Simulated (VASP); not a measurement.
# Lu (Im-3m) in VASP: a series of runs, part 3 of 3

VASP 6.6.1. Earlier steps stand in the parts before.

### 5 Single point, r2SCAN+D4

This run uses another cell than the first one, of 29.30 Å³/atom, 1.014 times its volume.

File POSCAR:

```
Lu
1.0
   -1.9421255079      1.9421255079      1.9421255079
    1.9421255079     -1.9421255079      1.9421255079
    1.9421255079      1.9421255079     -1.9421255079
Lu
1
Direct
    0.0000000000      0.0000000000      0.0000000000
```

File INCAR.step1:

```
PREC     = Accurate       # precision mode
ENCUT    = 520            # plane-wave cutoff, eV
ISMEAR   = -1             # smearing method
SIGMA    = 0.05           # smearing width, eV
LREAL    = False          # projectors in reciprocal space
LASPH    = True           # aspherical terms in the spheres
NELM     = 60             # most SCF steps
NBANDS   = 18             # bands
GGA      = PE             # functional
ALGO     = Normal         # electronic algorithm
EDIFF    = 1E-4           # SCF threshold, eV
LWAVE    = True           # write WAVECAR
LCHARG   = False          # write CHGCAR
```

File INCAR.step2:

```
PREC     = Accurate       # precision mode
ENCUT    = 520            # plane-wave cutoff, eV
EDIFF    = 1E-7           # SCF threshold, eV
ISMEAR   = -1             # smearing method
SIGMA    = 0.05           # smearing width, eV
LREAL    = False          # projectors in reciprocal space
LASPH    = True           # aspherical terms in the spheres
NELM     = 60             # most SCF steps
ALGO     = Normal         # electronic algorithm
ISIF     = 2              # what is computed and relaxed
LWAVE    = False          # write WAVECAR
LCHARG   = True           # write CHGCAR
METAGGA  = R2SCAN         # meta-GGA
LMIXTAU  = True         
IVDW     = 13             # dispersion correction
VDW_S6   = 1.0          
VDW_S8   = 0.6018749    
VDW_A1   = 0.51559235   
VDW_A2   = 5.77342911   
LELF     = True           # ELF
LVHAR    = True         
NBANDS   = 18             # bands
ISTART   = 1
```

File KPOINTS:

```
regular mesh
0
Gamma
  10 10 10
```

Potentials or basis: VASP PAW PBE potentials, release 64 (Lu).

Launch:

```
$ cat potpaw_PBE.64/Lu/POTCAR > POTCAR
$ cp INCAR.step1 INCAR
$ mpirun -np 1 vasp_std > vasp.out
$ cp INCAR.step2 INCAR
$ mpirun -np 1 vasp_std > vasp.out
```

OUTCAR:

```text
PREC = Accurate
   ENCUT = 520
   EDIFF = 1E-7
   ISMEAR = -1
   LREAL = False
   LASPH = True
   NELM = 60
   ISIF = 2
   METAGGA = R2SCAN
   IVDW = 13
   ISTART = 1

 ion  position               nearest neighbor table
   1  0.000  0.000  0.000-

  LATTYP: Found a body centered cubic cell.
 ALAT       =     3.8842510158

  Lattice vectors:

 A1 = (  -1.9421255079,   1.9421255079,   1.9421255079)
 A2 = (   1.9421255079,  -1.9421255079,   1.9421255079)
 A3 = (   1.9421255079,   1.9421255079,  -1.9421255079)

Analysis of symmetry for initial positions (statically):
=====================================================================
 Subroutine PRICEL returns:
 Original cell was already a primitive cell.

 Routine SETGRP: Setting up the symmetry group for a
 body centered cubic supercell.

 Subroutine GETGRP returns: Found 48 space group operations
 (whereof 48 operations were pure point group operations)
 out of a pool of 48 trial point group operations.

The static configuration has the point symmetry O_h .

Analysis of symmetry for dynamics (positions and initial velocities):
=====================================================================
 Subroutine PRICEL returns:
 Original cell was already a primitive cell.

 Routine SETGRP: Setting up the symmetry group for a
 body centered cubic supercell.

 Subroutine GETGRP returns: Found 48 space group operations
 (whereof 48 operations were pure point group operations)
 out of a pool of 48 trial point group operations.

The dynamic configuration has the point symmetry O_h .

 Subroutine INISYM returns: Found 48 space group operations
 (whereof 48 operations are pure point group operations),
 and found     1 'primitive' translations

[... 104 lines left out ...]
   NUPDOWN=      -1.0000    fix difference up-down
   EMIN   =  10.00;   EMAX   =-10.00  energy-range for DOS
   EFERMI =   0.00;   METHOD = LEGACY
   ISMEAR =    -1;   SIGMA  =   0.05  broadening in eV -4-tet -1-fermi 0-gaus
   EFERMI_NEDOS =   21; number of points for ismear=-14 and -15
   IALGO  =     38    algorithm
   IMIX   =      4    mixing-type and parameters
     AMIX     =   0.40;   BMIX     =  1.00
     AMIX_MAG =   1.60;   BMIX_MAG =  1.00
  volume/ion in A,a.u.               =      29.30       197.74
  Fermi-wavevector in a.u.,A,eV,Ry     =   1.552712  2.934200 32.802479  2.410914
  Thomas-Fermi vector in A             =   2.657048
   LORBIT       =      0    0 simple, 1 ext, 2 COOP (PROOUT), +10 PAW based schemes
   METAGGA = R2SCAN    functional components
   LHFCALC =     F    Hartree Fock is set to
   AEXX    =    0.0000 exact exchange contribution
   IVDW    =    13    specifies the selected vdW correction
   LEPSILON=     F    determine dielectric tensor
   LRPA    =     F    only Hartree local field effects (RPA)
 non-spin polarized calculation
  energy-cutoff  :      520.00
  volume of cell :       29.30
 maximum number of plane-waves:       802
 NGX is ok and might be reduce to    28
   NGX = 13   NGY = 13   NGZ = 13

 number of electron      24.9999992 magnetization

 Free energy of the ion-electron system (eV)
  ---------------------------------------------------
  ext. energy  EPLUGINS =         0.00000000
  ---------------------------------------------------
  free energy    TOTEN  =       -37.95414828 eV

  energy without entropy =      -37.93882191  energy(sigma->0) =      -37.94648509

 E-fermi :   2.3038     XC(G=0): -11.5641

 val. band max:        2.2541869422   @ k =   0.3000   0.2000   0.0000
 cond. band min:       2.3521096598   @ k =   0.2000   0.2000   0.1000
 fundamental gap:      0.0979227176
 Fermi energy:         2.3037938268

 k-point     1 :       0.0000    0.0000    0.0000
  band No.  band energies     occupation
      1     -55.8332      2.00000
      2     -25.5921      2.00000
      3     -25.5921      2.00000
      4     -25.5920      2.00000
      5      -4.1056      2.00000
      6      -3.0797      2.00000
[... 481 lines left out ...]
      5      -3.0656      2.00000
      6      -3.0419      2.00000
[... 10 lines left out ...]
     17       7.6491      0.00000
     18      12.9778      0.00000

 [... further k-points ...]

------------------------ aborting loop because EDIFF is reached ----------------------------------------

  DFT-D4 for vdW energy calculation

  Edisp (eV):   -0.05688

  FORCE on cell =-STRESS in cart. coord.  units (eV):
  Direction    XX          YY          ZZ          XY          YZ          ZX
  --------------------------------------------------------------------------------------
  -------------------------------------------------------------------------------------
  Total       0.02193     0.02193     0.02193    -0.00000    -0.00000    -0.00000
  in kB       1.19903     1.19903     1.19903    -0.00000    -0.00000    -0.00000
  external pressure =        1.20 kB  Pullay stress =        0.00 kB

 VOLUME and BASIS-vectors are now :
 -----------------------------------------------------------------------------
  energy-cutoff  :      520.00
  volume of cell :       29.30
      direct lattice vectors                 reciprocal lattice vectors
    -1.942125508  1.942125508  1.942125508     0.000000000  0.257449891  0.257449891
     1.942125508 -1.942125508  1.942125508     0.257449891  0.000000000  0.257449891
     1.942125508  1.942125508 -1.942125508     0.257449891  0.257449891  0.000000000

 POSITION                                       TOTAL-FORCE (eV/Angst)
 -----------------------------------------------------------------------------------
      0.00000      0.00000      0.00000        -0.000000      0.000000      0.000000
 -----------------------------------------------------------------------------------
    total drift:                               -0.000000     -0.000000     -0.000000

  FREE ENERGIE OF THE ION-ELECTRON SYSTEM (eV)
  ---------------------------------------------------
  free  energy   TOTEN  =       -38.0110258015 eV

  energy  without entropy=      -37.9956994334  energy(sigma->0) =      -38.00336262
```

OUTCAR.step1:

```text
PREC = Accurate
   ENCUT = 520
   ISMEAR = -1
   LREAL = False
   LASPH = True
   NELM = 60
[... 719 lines left out ...]
 POSITION                                       TOTAL-FORCE (eV/Angst)
 -----------------------------------------------------------------------------------
      0.00000      0.00000      0.00000         0.000000     -0.000000      0.000000
 -----------------------------------------------------------------------------------
    total drift:                               -0.000000     -0.000000     -0.000000

  FREE ENERGIE OF THE ION-ELECTRON SYSTEM (eV)
  ---------------------------------------------------
  free  energy   TOTEN  =        -4.3880031924 eV

  energy  without entropy=       -4.3693526395  energy(sigma->0) =       -4.37867792
```

OSZICAR.step1:

```text
N       E                     dE             d eps       ncg     rms          rms(c)
DAV:   1     0.853455170216E+02    0.85346E+02   -0.10219E+04  2086   0.463E+03
DAV:   2     0.170437924094E+01   -0.83641E+02   -0.81877E+02  1764   0.363E+02
DAV:   3    -0.426023270234E+01   -0.59646E+01   -0.59110E+01  1884   0.739E+01
DAV:   4    -0.448073814957E+01   -0.22051E+00   -0.21966E+00  2424   0.118E+01
DAV:   5    -0.448620723152E+01   -0.54691E-02   -0.54648E-02  1940   0.153E+00    0.357E+00
DAV:   6    -0.441199133620E+01    0.74216E-01   -0.20165E-01  2758   0.713E+00    0.169E+00
DAV:   7    -0.438987984323E+01    0.22111E-01   -0.36622E-02  2306   0.151E+00    0.327E-01
DAV:   8    -0.438783690647E+01    0.20429E-02   -0.50451E-03  2608   0.781E-01    0.115E-01
DAV:   9    -0.438800418229E+01   -0.16728E-03   -0.49099E-04  1980   0.264E-01    0.397E-02
DAV:  10    -0.438800319244E+01    0.98985E-06   -0.64743E-05  1260   0.848E-02
   1 F= -.43880032E+01 E0= -.43786779E+01  d E =-.186506E-01
```

Run time: 92 s. Hardware: 1 thread of Intel Xeon Platinum 8375C at 2.90GHz (Ice Lake), shared host; peak memory 0.19 GiB.

What came out:

- Free energy: -38.0110 eV
- Pressure: 0.1 GPa
- Dispersion energy per atom: -0.057 eV

Caveat: the PAW data sets were made with another functional, which shifts forces and pressure a little; spin-orbit coupling is left out, which moves the levels of the heavy elements; pairwise dispersion overbinds metals, which lowers pressure and volume.

### 6 Single point, r2SCAN

This run uses another cell than the first one, of 29.49 Å³/atom, 1.021 times its volume.

File POSCAR:

```
Lu
1.0
   -1.9463323812      1.9463323812      1.9463323812
    1.9463323812     -1.9463323812      1.9463323812
    1.9463323812      1.9463323812     -1.9463323812
Lu
1
Direct
    0.0000000000      0.0000000000      0.0000000000
```

File INCAR.step1:

```
PREC     = Accurate       # precision mode
ENCUT    = 520            # plane-wave cutoff, eV
ISMEAR   = -1             # smearing method
SIGMA    = 0.05           # smearing width, eV
LREAL    = F              # projectors in reciprocal space
LASPH    = T              # aspherical terms in the spheres
NELM     = 100            # most SCF steps
NBANDS   = 18             # bands
GGA      = PE             # functional
ALGO     = Normal         # electronic algorithm
EDIFF    = 1E-4           # SCF threshold, eV
LWAVE    = T              # write WAVECAR
LCHARG   = F              # write CHGCAR
```

File INCAR.step2:

```
PREC     = Accurate       # precision mode
ENCUT    = 520            # plane-wave cutoff, eV
EDIFF    = 1E-7           # SCF threshold, eV
ISMEAR   = -1             # smearing method
SIGMA    = 0.05           # smearing width, eV
LREAL    = F              # projectors in reciprocal space
LASPH    = T              # aspherical terms in the spheres
NELM     = 100            # most SCF steps
ALGO     = Normal         # electronic algorithm
ISIF     = 2              # what is computed and relaxed
LWAVE    = F              # write WAVECAR
LCHARG   = F              # write CHGCAR
METAGGA  = R2SCAN         # meta-GGA
LMIXTAU  = T            
NBANDS   = 18             # bands
ISTART   = 1
```

File KPOINTS:

```
Automatic mesh
0
Gamma
  10 10 10
```

Potentials or basis: VASP PAW PBE potentials, release 64 (Lu).

Launch:

```
$ cat potpaw_PBE.64/Lu/POTCAR > POTCAR
$ cp INCAR.step1 INCAR
$ mpirun -np 1 vasp_std > vasp.out
$ cp INCAR.step2 INCAR
$ mpirun -np 1 vasp_std > vasp.out
```

OUTCAR:

```text
PREC = Accurate
   ENCUT = 520
   EDIFF = 1E-7
   ISMEAR = -1
   LREAL = F
   LASPH = T
   NELM = 100
   ISIF = 2
   METAGGA = R2SCAN
   ISTART = 1

 ion  position               nearest neighbor table
   1  0.000  0.000  0.000-

  LATTYP: Found a body centered cubic cell.
 ALAT       =     3.8926647624

  Lattice vectors:

 A1 = (  -1.9463323812,   1.9463323812,   1.9463323812)
 A2 = (   1.9463323812,  -1.9463323812,   1.9463323812)
[... 183 lines left out ...]
      1     -55.8755      2.00000
      2     -25.6378      2.00000
      3     -25.6378      2.00000
      4     -25.6378      2.00000
      5      -4.1144      2.00000
      6      -3.1183      2.00000
[... 481 lines left out ...]
      5      -3.1043      2.00000
      6      -3.0810      2.00000
[... 10 lines left out ...]
     17       7.5928      0.00000
     18      12.8952      0.00000

 [... further k-points ...]
[... 5 lines left out ...]
  --------------------------------------------------------------------------------------
  -------------------------------------------------------------------------------------
  Total        0.0274968      0.0274968      0.0274968     -0.0000000     -0.0000000      0.0000000
  in kB        1.4937652      1.4937652      1.4937652     -0.0000000     -0.0000000      0.0000000
  external PRESSURE =       1.4937652 kB  Pullay stress =       0.0000000 kB

 VOLUME and BASIS-vectors are now :
 -----------------------------------------------------------------------------
  energy-cutoff  :      520.00
  volume of cell :       29.49
      direct lattice vectors                 reciprocal lattice vectors
    -1.946332381  1.946332381  1.946332381     0.000000000  0.256893429  0.256893429
     1.946332381 -1.946332381  1.946332381     0.256893429  0.000000000  0.256893429
     1.946332381  1.946332381 -1.946332381     0.256893429  0.256893429  0.000000000

 POSITION                                       TOTAL-FORCE (eV/Angst)
 -----------------------------------------------------------------------------------
      0.00000      0.00000      0.00000         0.000000      0.000000      0.000000
 -----------------------------------------------------------------------------------
    total drift:                               -0.000000     -0.000000     -0.000000

  FREE ENERGIE OF THE ION-ELECTRON SYSTEM (eV)
  ---------------------------------------------------
  free  energy   TOTEN  =       -37.9547623861 eV

  energy  without entropy=      -37.9393082073  energy(sigma->0) =      -37.94703530
```

OSZICAR.step1:

```text
N       E                     dE             d eps       ncg     rms          rms(c)
DAV:   1     0.824454247894E+02    0.82445E+02   -0.10361E+04  2142   0.459E+03
DAV:   2     0.123163537777E+01   -0.81214E+02   -0.79522E+02  1820   0.359E+02
DAV:   3    -0.427648021562E+01   -0.55081E+01   -0.54662E+01  1868   0.707E+01
DAV:   4    -0.448273667465E+01   -0.20626E+00   -0.20550E+00  2492   0.112E+01
DAV:   5    -0.448637278451E+01   -0.36361E-02   -0.36347E-02  1940   0.131E+00    0.356E+00
DAV:   6    -0.441274149500E+01    0.73631E-01   -0.19703E-01  2744   0.708E+00    0.170E+00
DAV:   7    -0.439042402856E+01    0.22317E-01   -0.37471E-02  2346   0.153E+00    0.322E-01
DAV:   8    -0.438840819070E+01    0.20158E-02   -0.49567E-03  2630   0.774E-01    0.113E-01
DAV:   9    -0.438857451018E+01   -0.16632E-03   -0.47976E-04  1978   0.263E-01    0.369E-02
DAV:  10    -0.438857309021E+01    0.14200E-05   -0.62911E-05  1224   0.859E-02
   1 F= -.43885731E+01 E0= -.43791747E+01  d E =-.187968E-01
```

Run time: 92 s. Hardware: 1 thread of Intel Xeon Platinum 8375C at 2.90GHz (Ice Lake), shared host; peak memory 0.19 GiB.

What came out:

```yaml
Free_energy: -37.9548 eV
Pressure: 0.1 GPa
```

Levels at points of the mesh, in eV from the Fermi level:
| k point | band 10 | band 11 | band 12 | band 13 | band 14 | band 15 |
| --- | --- | --- | --- | --- | --- | --- |
| (0.00, 0.00, 0.00) | -5.30 | -5.30 | -5.28 | 2.45 | 2.45 | 2.45 |
| (0.50, 0.00, 0.00) | -5.31 | -5.29 | -2.54 | 0.30 | 0.59 | 4.44 |
| (0.50, 0.50, 0.50) | -5.30 | -5.30 | -1.60 | -1.60 | 5.96 | 5.96 |

Caveat: the PAW data sets were made with another functional, which shifts forces and pressure a little; spin-orbit coupling is left out, which moves the levels of the heavy elements.

### 7 Summary

| level | cell | gap on the mesh (eV) | pressure (GPa) |
| --- | --- | --- | --- |
| r2SCAN+D3(BJ) | a = 3.348 Å, angles 109.5°, 1 atom | none | 0.1 |
| r2SCAN+D3(BJ) | a = 3.354 Å, angles 109.5°, 1 atom | none | -0.1 |
| r2SCAN+rVV10 | a = 3.351 Å, angles 109.5°, 1 atom | none | 0.1 |
| r2SCAN+D4 | a = 3.364 Å, angles 109.5°, 1 atom | none | 0.1 |
| r2SCAN | a = 3.371 Å, angles 109.5°, 1 atom | none | 0.1 |

Alike in all rows: task single point; potentials or basis VASP PAW PBE potentials, release 64 (Lu); no spin polarisation; k mesh 10 × 10 × 10; cutoff (eV) 520; smearing fermi-dirac 0.05 eV.

Caveats: the PAW data sets were made with another functional, which shifts forces and pressure a little; spin-orbit coupling is left out, which moves the levels of the heavy elements; pairwise dispersion overbinds metals, which lowers pressure and volume (some runs); three body term missing (some runs).

Absolute energies hang on the potentials; compare differences alone.
